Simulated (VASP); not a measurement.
# Be4Ga2C (P1) in VASP: a series of runs

Be4Ga2C is run at these levels: PBE; tasks: single point, relaxation of cell and atoms.

Program: VASP 6.6.1. These are calculated values, not measurements. Logs are shortened: lines on timing, memory, paths and dates and some standing lists are left out, and cuts for length are marked.

### Step 1. The cell of the first run

The typed cell holds 7 atoms: a = 4.167 Å, b = 4.180 Å, c = 5.404 Å, α = 75.59°, β = 81.66°, γ = 84.15°.

### Step 2. Single point, PBE

INCAR reads:

```
PREC = Accurate
ENCUT = 520
EDIFF = 1E-6
ISMEAR = 0
SIGMA = 0.1
LREAL = F
LASPH = T
NELM = 80
ALGO = Normal
ISIF = 2
LWAVE = F
LCHARG = F
GGA = PE
NBANDS = 28
```

KPOINTS reads:

```
regular mesh
0
Gamma
  4 4 4
```

POSCAR reads:

```
Be4Ga2C
1.0
    4.1664590843      0.0357626879     -0.0166607541
    0.3902243232      4.1620864204     -0.0306141529
    0.7936055473      1.3145130685      5.1809738300
Be Ga C
4 2 1
Direct
    0.8819865535      0.1874212550      0.6272072818
    0.9986496626      0.7201585656      0.4889371126
    0.8584077327      0.5712851347      0.8761044529
    0.7413158360      0.4973298980      0.2840238102
    0.2854618435      0.6650044587      0.0858874572
    0.4788530792      0.0054691573      0.4051086541
    0.1395458225      0.8533315305      0.7327312314
```

Potentials or basis: VASP PAW PBE potentials, release 64 (Be, Ga_d, C).

Command:

```bash
cat potpaw_PBE.64/Be/POTCAR potpaw_PBE.64/Ga_d/POTCAR potpaw_PBE.64/C/POTCAR > POTCAR
mpirun -np 1 vasp_std > vasp.out
```

OUTCAR:

```text
PREC = Accurate
   ENCUT = 520
   EDIFF = 1E-6
   ISMEAR = 0
   LREAL = F
   LASPH = T
   NELM = 80
   ISIF = 2
   GGA = PE

 ion  position               nearest neighbor table
   1  0.882  0.187  0.627-   7 1.70   4 2.10   2 2.24   2 2.25   3 2.32   6 2.48
   2  0.999  0.720  0.489-   7 1.75   3 2.04   4 2.07   1 2.24   1 2.25   6 2.36   5 2.38   6 2.41

   3  0.858  0.571  0.876-   7 1.71   2 2.04   4 2.14   1 2.32   5 2.36   5 2.53
   4  0.741  0.497  0.284-   2 2.07   1 2.10   3 2.14   5 2.28   6 2.33   5 2.45   6 2.48
   5  0.285  0.665  0.086-   7 2.03   4 2.28   3 2.36   2 2.38   4 2.45   3 2.53   6 2.74
   6  0.479  0.005  0.405-   7 2.11   4 2.33   2 2.36   2 2.41   1 2.48   4 2.48   5 2.74
   7  0.140  0.853  0.733-   1 1.70   3 1.71   2 1.75   5 2.03   6 2.11

  LATTYP: Found a triclinic cell.
 ALAT       =    10.9375904925
 B/A-ratio  =     0.9092714269
 C/A-ratio  =     1.1093731461
 COS(alpha) =     0.0071048443
 COS(beta)  =     0.6511717400
 COS(gamma) =     0.7604692231

  Lattice vectors:

 A1 = (   2.9694723129,   1.5688229713, -10.4092225670)
 A2 = (   7.9295369445,   2.9190987277,  -5.2449094911)
 A3 = (  -5.7536701789,  -2.6647888249, -10.3452869059)

Analysis of symmetry for initial positions (statically):
=====================================================================
 Subroutine PRICEL returns:
 Original cell was already a primitive cell.

 Routine SETGRP: Setting up the symmetry group for a
 triclinic supercell.

 Subroutine GETGRP returns: Found  1 space group operations
 (whereof  1 operations were pure point group operations)
 out of a pool of  2 trial point group operations.

The static configuration has the point symmetry C_1 .

Analysis of symmetry for dynamics (positions and initial velocities):
=====================================================================
 Subroutine PRICEL returns:
 Original cell was already a primitive cell.

 Routine SETGRP: Setting up the symmetry group for a
 triclinic supercell.

 Subroutine GETGRP returns: Found  1 space group operations
 (whereof  1 operations were pure point group operations)
 out of a pool of  2 trial point group operations.

The dynamic configuration has the point symmetry C_1 .

 Subroutine INISYM returns: Found  1 space group operations
 (whereof  1 operations are pure point group operations),
 and found     1 'primitive' translations

----------------------------------------------------------------------------------------

                                     Primitive cell

  volume of cell :      89.9851

  direct lattice vectors                    reciprocal lattice vectors
     4.166459084  0.035762688 -0.016660754     0.240083137 -0.022737517 -0.031006245
     0.390224323  4.162086420 -0.030614153    -0.002302452  0.240034618 -0.060548734
     0.793605547  1.314513068  5.180973830     0.000758444  0.001345236  0.192556418

  length of vectors
     4.166645875  4.180451605  5.403725030     0.243142540  0.247564271  0.192562611

  position of ions in fractional coordinates (direct lattice)
     0.881986553  0.187421255  0.627207282
     0.998649663  0.720158566  0.488937113
     0.858407733  0.571285135  0.876104453
     0.741315836  0.497329898  0.284023810
     0.285461844  0.665004459  0.085887457
     0.478853079  0.005469157  0.405108654
     0.139545822  0.853331531  0.732731231

  ion indices of the primitive-cell ions
   primitive index   ion index
                 1           1
                 2           2
                 3           3
                 4           4
                 5           5
                 6           6
                 7           7

----------------------------------------------------------------------------------------

 KPOINTS: regular mesh

Automatic generation of k-mesh.
 Grid dimensions read from file:
 generate k-points for:    4    4    4

 Generating k-lattice:

  Cartesian coordinates                     Fractional coordinates (reciprocal lattice)
     0.060020784 -0.005684379 -0.007751561     0.250000000  0.000000000  0.000000000
    -0.000575613  0.060008655 -0.015137183    -0.000000000  0.250000000  0.000000000
     0.000189611  0.000336309  0.048139105     0.000000000  0.000000000  0.250000000

  Length of vectors
     0.060785635  0.061891068  0.048140653

  Shift w.r.t. Gamma in fractional coordinates (k-lattice)
     0.000000000  0.000000000  0.000000000

 Subroutine IBZKPT returns following result:
 ===========================================

 Found     36 irreducible k-points:

 Following reciprocal coordinates:
            Coordinates               Weight
  0.000000  0.000000  0.000000      1.000000
  0.250000 -0.000000 -0.000000      2.000000
  0.500000 -0.000000 -0.000000      1.000000
  0.000000  0.250000 -0.000000      2.000000
  0.250000  0.250000 -0.000000      2.000000
  0.500000  0.250000 -0.000000      2.000000
[... 16 lines left out ...]
 -0.000000 -0.250000  0.250000      2.000000
  0.250000 -0.250000  0.250000      2.000000
 [... further k-points ...]
   k-points           NKPTS =     36   k-points in BZ     NKDIM =     36   number of bands    NBANDS=     28
   number of dos      NEDOS =    301   number of ions     NIONS =      7
   total plane-waves  NPLWV =  40960
   dimension x,y,z NGX =    32 NGY =   32 NGZ =   40
   dimension x,y,z NGXF=    64 NGYF=   64 NGZF=   80
   ions per type =               4   2   1
   NGX,Y,Z   is equivalent  to a cutoff of  12.77, 12.73, 12.31 a.u.
   NGXF,Y,Z  is equivalent  to a cutoff of  25.54, 25.45, 24.61 a.u.
 SYSTEM =  unknown system
   PREC   = accura    normal or accurate (medium, high low for compatibility)
   ISTART =      0    job   : 0-new  1-cont  2-samecut
   ICHARG =      2    charge: 1-file 2-atom 10-const
   ISPIN  =      1    spin polarized calculation?
   LNONCOLLINEAR =      F non collinear calculations
   LSORBIT =      F    spin-orbit coupling
   LASPH  =      T    aspherical Exc in radial PAW
   ENCUT  =  520.0 eV  38.22 Ry    6.18 a.u.   7.75  7.77 10.05*2*pi/ulx,y,z
   NELM   =     80;   NELMIN=  2; NELMDL= -5     # of ELM steps
   EDIFF  = 0.1E-05   stopping-criterion for ELM
   LREAL  =      F    real-space projection
   EDIFFG = 0.1E-04   stopping-criterion for IOM
   NSW    =      0    number of steps for IOM
   IBRION =     -1    ionic relax: 0-MD 1-quasi-New 2-CG
   NFREE  =      0    steps in history (QN), initial steepest desc. (CG)
   ISIF   =      2    stress and relaxation
   ISYM   =      2    0-nonsym 1-usesym 2-fastsym
   POTIM  = 0.5000    time-step for ionic-motion
   TEBEG  =    0.0;   TEEND  =   0.0 temperature during run
   PSTRESS=    0.0 pullay stress
   NELECT =      38.0000    total number of electrons
   NUPDOWN=      -1.0000    fix difference up-down
   EMIN   =  10.00;   EMAX   =-10.00  energy-range for DOS
   EFERMI =   0.00;   METHOD = LEGACY
   ISMEAR =     0;   SIGMA  =   0.10  broadening in eV -4-tet -1-fermi 0-gaus
   EFERMI_NEDOS =   21; number of points for ismear=-14 and -15
   IALGO  =     38    algorithm
   IMIX   =      4    mixing-type and parameters
     AMIX     =   0.40;   BMIX     =  1.00
     AMIX_MAG =   1.60;   BMIX_MAG =  1.00
  volume/ion in A,a.u.               =      12.86        86.75
  Fermi-wavevector in a.u.,A,eV,Ry     =   1.228229  2.321015 20.525004  1.508545
  Thomas-Fermi vector in A             =   2.363162
   LORBIT       =      0    0 simple, 1 ext, 2 COOP (PROOUT), +10 PAW based schemes
   GGA     = PE    functional components
   LHFCALC =     F    Hartree Fock is set to
   AEXX    =    0.0000 exact exchange contribution
   IVDW    =     0    specifies the selected vdW correction
   LEPSILON=     F    determine dielectric tensor
   LRPA    =     F    only Hartree local field effects (RPA)
 non-spin polarized calculation
 Gauss-broadening in eV      SIGMA  =   0.10
  energy-cutoff  :      520.00
  volume of cell :       89.99
 maximum number of plane-waves:      2440
 NGX is ok and might be reduce to    32
   NGX = 15   NGY = 15   NGZ = 21

 number of electron      37.9999998 magnetization

 Free energy of the ion-electron system (eV)
  ---------------------------------------------------
  ext. energy  EPLUGINS =         0.00000000
  ---------------------------------------------------
  free energy    TOTEN  =       -26.93951676 eV

  energy without entropy =      -26.93881574  energy(sigma->0) =      -26.93916625

 E-fermi :   4.6598     XC(G=0): -10.0080

 val. band max:        4.5309584426   @ k =   0.0000   0.5000   0.5000
 cond. band min:       4.8021344088   @ k =   0.2500   0.5000  -0.0000
 fundamental gap:      0.2711759662
 Fermi energy:         4.6598096187

 k-point     1 :       0.0000    0.0000    0.0000
  band No.  band energies     occupation
      1     -10.5589      2.00000
      2     -10.4856      2.00000
      3     -10.4395      2.00000
      4     -10.4221      2.00000
      5     -10.3958      2.00000
      6     -10.3670      2.00000
[... 20 lines left out ...]
     27      10.8795      0.00000
     28      11.0781      0.00000

 k-point     2 :       0.2500   -0.0000   -0.0000
  band No.  band energies     occupation
      1     -10.5657      2.00000
      2     -10.4865      2.00000
      3     -10.4372      2.00000
      4     -10.4106      2.00000
      5     -10.3962      2.00000
      6     -10.3640      2.00000
[... 20 lines left out ...]
     27      11.2074      0.00000
     28      12.1576      0.00000

 k-point     3 :       0.5000   -0.0000   -0.0000
  band No.  band energies     occupation
      1     -10.5724      2.00000
      2     -10.4874      2.00000
      3     -10.4363      2.00000
      4     -10.4043      2.00000
      5     -10.3949      2.00000
      6     -10.3580      2.00000
[... 20 lines left out ...]
     27      12.1937      0.00000
     28      12.4425      0.00000

 k-point     4 :       0.0000    0.2500   -0.0000
  band No.  band energies     occupation
      1     -10.5536      2.00000
      2     -10.4758      2.00000
      3     -10.4426      2.00000
      4     -10.4162      2.00000
      5     -10.3999      2.00000
      6     -10.3591      2.00000
[... 20 lines left out ...]
     27      10.5658      0.00000
     28      12.1632      0.00000

 k-point     5 :       0.2500    0.2500   -0.0000
  band No.  band energies     occupation
      1     -10.5580      2.00000
      2     -10.4762      2.00000
      3     -10.4362      2.00000
      4     -10.4170      2.00000
      5     -10.3981      2.00000
      6     -10.3521      2.00000
[... 20 lines left out ...]
     27      12.3620      0.00000
     28      12.9375      0.00000

 k-point     6 :       0.5000    0.2500   -0.0000
  band No.  band energies     occupation
      1     -10.5653      2.00000
      2     -10.4760      2.00000
      3     -10.4360      2.00000
      4     -10.4090      2.00000
      5     -10.3931      2.00000
      6     -10.3514      2.00000
[... 463 lines left out ...]
      5     -10.4023      2.00000
      6     -10.3618      2.00000
[... 20 lines left out ...]
     27      12.4882      0.00000
     28      13.0269      0.00000

 k-point    22 :      -0.2500    0.5000    0.2500
  band No.  band energies     occupation
      1     -10.5531      2.00000
      2     -10.4555      2.00000
      3     -10.4333      2.00000
      4     -10.4141      2.00000
      5     -10.4006      2.00000
      6     -10.3622      2.00000
[... 20 lines left out ...]
     27      11.8605      0.00000
     28      12.7137      0.00000

 k-point    23 :      -0.0000   -0.2500    0.2500
  band No.  band energies     occupation
      1     -10.5656      2.00000
      2     -10.4770      2.00000
      3     -10.4446      2.00000
      4     -10.4207      2.00000
      5     -10.4011      2.00000
      6     -10.3501      2.00000
[... 20 lines left out ...]
     27      10.8705      0.00000
     28      11.7056      0.00000

 k-point    24 :       0.2500   -0.2500    0.2500
  band No.  band energies     occupation
      1     -10.5704      2.00000
      2     -10.4773      2.00000
      3     -10.4383      2.00000
      4     -10.4135      2.00000
      5     -10.3986      2.00000
      6     -10.3543      2.00000
[... 20 lines left out ...]
     27      10.7199      0.00000
     28      11.6771      0.00000

 [... further k-points ...]

------------------------ aborting loop because EDIFF is reached ----------------------------------------

  FORCE on cell =-STRESS in cart. coord.  units (eV):
  Direction    XX          YY          ZZ          XY          YZ          ZX
  --------------------------------------------------------------------------------------
  -------------------------------------------------------------------------------------
  Total        0.0619256      0.1378411      0.0846093      0.0011970      0.0261794      0.0292819
  in kB        1.1025807      2.4542501      1.5064610      0.0213120      0.4661213      0.5213615
  external PRESSURE =       1.6877640 kB  Pullay stress =       0.0000000 kB

 VOLUME and BASIS-vectors are now :
 -----------------------------------------------------------------------------
  energy-cutoff  :      520.00
  volume of cell :       89.99
      direct lattice vectors                 reciprocal lattice vectors
     4.166459084  0.035762688 -0.016660754     0.240083137 -0.022737517 -0.031006245
     0.390224323  4.162086420 -0.030614153    -0.002302452  0.240034618 -0.060548734
     0.793605547  1.314513068  5.180973830     0.000758444  0.001345236  0.192556418

 POSITION                                       TOTAL-FORCE (eV/Angst)
 -----------------------------------------------------------------------------------
      4.24565      1.63608      3.22911        -0.008745      0.030214      0.024248
      4.82988      3.67579      2.49449        -0.021199     -0.031007     -0.012060
      4.49473      3.56009      4.50728        -0.011876     -0.012765     -0.006625
      3.50814      2.46979      1.44394         0.009014     -0.010735      0.004811
      1.51703      2.89092      0.41987         0.022637     -0.001071      0.006751
      2.31875      0.57241      2.09071        -0.001246     -0.011187     -0.009054
      1.49590      4.51981      3.76781         0.011413      0.036551     -0.008070
 -----------------------------------------------------------------------------------
    total drift:                               -0.000627     -0.000214     -0.000567

  FREE ENERGIE OF THE ION-ELECTRON SYSTEM (eV)
  ---------------------------------------------------
  free  energy   TOTEN  =       -26.9395167622 eV

  energy  without entropy=      -26.9388157356  energy(sigma->0) =      -26.93916625
```

It took 97 s on 1 thread of Intel Xeon 8259CL, shared host; peak memory 0.24 GiB.

Results:

| Property | Result |
| --- | --- |
| Free energy | -26.9395 eV |
| Pressure | 0.2 GPa |
| Largest force | 0.040 eV/Å |
| Band gap on the k mesh | zero (bands 19 and 20 overlap by 0.70 eV) |

Forces on the atoms (eV/Å):
```
Be  -0.009  0.030  0.024
Be  -0.021 -0.031 -0.012
Be  -0.012 -0.013 -0.007
Be   0.009 -0.011  0.005
Ga   0.023 -0.001  0.007
Ga  -0.001 -0.011 -0.009
C    0.011  0.037 -0.008
```

Stress tensor (GPa, compression positive):
```
0.11 0.00 0.05
0.00 0.25 0.05
0.05 0.05 0.15
```

Levels at points of the mesh, in eV from the Fermi level:
```tsv
k point	band 17	band 18	band 19	band 20	band 21	band 22
(0.00, 0.00, 0.00)	-2.45	-1.87	-1.34	0.42	1.10	1.90
(0.50, 0.00, 0.00)	-2.83	-2.13	-0.84	1.05	1.71	2.07
(0.00, 0.50, 0.00)	-2.64	-1.77	-1.02	0.43	1.57	1.71
(0.50, 0.50, 0.00)	-2.96	-2.47	-1.77	0.27	0.61	2.61
(0.00, 0.00, 0.50)	-2.50	-1.19	-1.09	-0.36	0.91	2.49
(0.50, 0.00, 0.50)	-1.88	-1.47	0.15	0.71	1.48	1.88
(0.00, 0.50, 0.50)	-2.71	-1.45	-0.13	0.40	1.55	2.50
(0.50, 0.50, 0.50)	-4.12	-2.82	-1.76	1.68	2.16	2.89
```

Caveat: the k points lie up to 0.39 Å⁻¹ apart, too coarse for converged energies and pressures of a metal.

### Step 3. Single point, PBE

This run uses another cell than the first one, of 12.94 Å³/atom.

INCAR reads:

```
SYSTEM = Be4Ga2C
PREC = Accurate
ENCUT = 520
EDIFF = 1E-7
ISMEAR = 0
SIGMA = 0.1
LREAL = .FALSE.
LASPH = .TRUE.
NELM = 80
ALGO = Normal
ISIF = 2
LWAVE = .FALSE.
LCHARG = .FALSE.
GGA = PE
NBANDS = 28
```

KPOINTS reads:

```
regular mesh
0
G
  4 4 4
  0 0 0
```

POSCAR reads:

```
Be4Ga2C
1.0
    4.1820870859      0.0000000000      0.0000000000
    0.3555934802      4.2051206370      0.0000000000
    0.8055248993      1.3582786116      5.1519107363
Be Ga C
4 2 1
Direct
    0.8846733482      0.1857181401      0.6277264118
    0.9991517820      0.7184988028      0.4890254485
    0.8556684306      0.5666297021      0.8767057731
    0.7349757360      0.5037417158      0.2867971167
    0.2863229416      0.6685839884      0.0835176327
    0.4860332235      0.0029689570      0.4059408196
    0.1373950681      0.8538586935      0.7302867977
```

Potentials or basis: VASP PAW PBE potentials, release 64 (Be, Ga_d, C).

Command:

```bash
cat potpaw_PBE.64/Be/POTCAR potpaw_PBE.64/Ga_d/POTCAR potpaw_PBE.64/C/POTCAR > POTCAR
mpirun -np 1 vasp_std > vasp.out
```

It took 1.9 min on 1 thread of Intel Xeon 8259CL, shared host; peak memory 0.24 GiB.

Results (log left out):

| Property | Result |
| --- | --- |
| Free energy | -26.9323 eV |
| Pressure | 0.1 GPa |
| Largest force | 0.117 eV/Å |
| Band gap on the k mesh | zero (bands 19 and 20 overlap by 0.53 eV) |

Forces on the atoms (eV/Å):
```
Be  -0.023 -0.016 -0.049
Be  -0.001  0.030 -0.113
Be   0.011  0.016  0.080
Be   0.045 -0.011  0.003
Ga  -0.053 -0.015  0.039
Ga  -0.040  0.015 -0.049
C    0.061 -0.019  0.089
```

Stress tensor (GPa, compression positive):
```
-0.14  0.20 -0.16
 0.20 -0.23 -0.20
-0.16 -0.20  0.59
```

Levels at points of the mesh, in eV from the Fermi level:
| k point | band 16 | band 17 | band 18 | band 19 | band 20 | band 21 | band 22 | band 23 |
| --- | --- | --- | --- | --- | --- | --- | --- | --- |
| (0.00, 0.00, 0.00) | -3.03 | -2.44 | -1.86 | -1.32 | 0.57 | 1.01 | 1.94 | 3.65 |
| (0.50, 0.00, 0.00) | -3.06 | -2.87 | -2.07 | -0.85 | 1.03 | 1.69 | 2.04 | 3.14 |
| (0.00, 0.50, 0.00) | -3.45 | -2.58 | -1.71 | -0.90 | 0.52 | 1.64 | 1.68 | 3.77 |
| (0.50, 0.50, 0.00) | -4.24 | -2.96 | -2.33 | -1.57 | 0.35 | 0.70 | 2.85 | 4.24 |
| (0.00, 0.00, 0.50) | -3.27 | -2.49 | -1.18 | -1.04 | -0.19 | 1.02 | 2.58 | 3.24 |
| (0.50, 0.00, 0.50) | -3.12 | -1.82 | -1.29 | 0.01 | 0.84 | 1.56 | 1.83 | 3.24 |
| (0.00, 0.50, 0.50) | -3.13 | -2.62 | -1.41 | -0.08 | 0.43 | 1.66 | 2.42 | 2.91 |
| (0.50, 0.50, 0.50) | -4.15 | -3.99 | -2.76 | -1.66 | 1.70 | 2.34 | 2.86 | 3.95 |

Caveat: the k points lie up to 0.39 Å⁻¹ apart, too coarse for converged energies and pressures of a metal.

(Part 1 of 2 ends here.)

The gap in the log of VASP goes by the Fermi energy; the results here count the filled bands.